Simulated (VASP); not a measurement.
A run of VASP 6.6.1 is set up as follows.

Contents of POSCAR:

```
In
1.0
   -1.9385318541      1.9385318541      1.9385318541
    1.9385318541     -1.9385318541      1.9385318541
    1.9385318541      1.9385318541     -1.9385318541
In
1
Direct
    0.0000000000      0.0000000000      0.0000000000
```

INCAR.step1

```
SYSTEM = In
  PREC = Accurate
  ENCUT = 520
  EDIFF = 1E-5
  ISMEAR = -1
  SIGMA = 0.05
  LREAL = .FALSE.
  LASPH = .TRUE.
  NELM = 60
  ALGO = Normal
  ISIF = 2
  LWAVE = .TRUE.
  LCHARG = .FALSE.
  NBANDS = 12
  GGA = PE
```

Contents of INCAR.step2:

```
SYSTEM = In
  PREC = Accurate
  ENCUT = 520
  EDIFF = 1E-6
  ISMEAR = -1
  SIGMA = 0.05
  LREAL = .FALSE.
  LASPH = .TRUE.
  NELM = 60
  ALGO = Normal
  ISIF = 2
  LWAVE = .FALSE.
  LCHARG = .FALSE.
  GGA = B3
  LHFCALC = .TRUE.
  AEXX = 0.2
  AGGAX = 0.72
  AGGAC = 0.81
  ALDAC = 0.19
  PRECFOCK = Normal
  NBANDS = 12
  ISTART = 1
```

Contents of KPOINTS:

```
regular mesh
0
G
  5 5 5
  0 0 0
```

Potentials or basis: VASP PAW PBE potentials, release 64 (In_d).

Command:

```console
$ cat potpaw_PBE.64/In_d/POTCAR > POTCAR
$ cp INCAR.step1 INCAR
$ mpirun -np 1 vasp_std > vasp.out
$ cp INCAR.step2 INCAR
$ mpirun -np 1 vasp_std > vasp.out
```

Question: Estimate the band gap on the k mesh.

Answer: Zero (an odd number of electrons rules out a gap without spin polarisation).

Question: Estimate the pressure.

Answer: -0.1 GPa.

Caveat: the k points lie up to 0.46 Å⁻¹ apart, too coarse for converged energies and pressures of a metal; the PAW data sets were made with another functional, which shifts forces and pressure a little; spin-orbit coupling is left out, which moves the levels of the heavy elements.
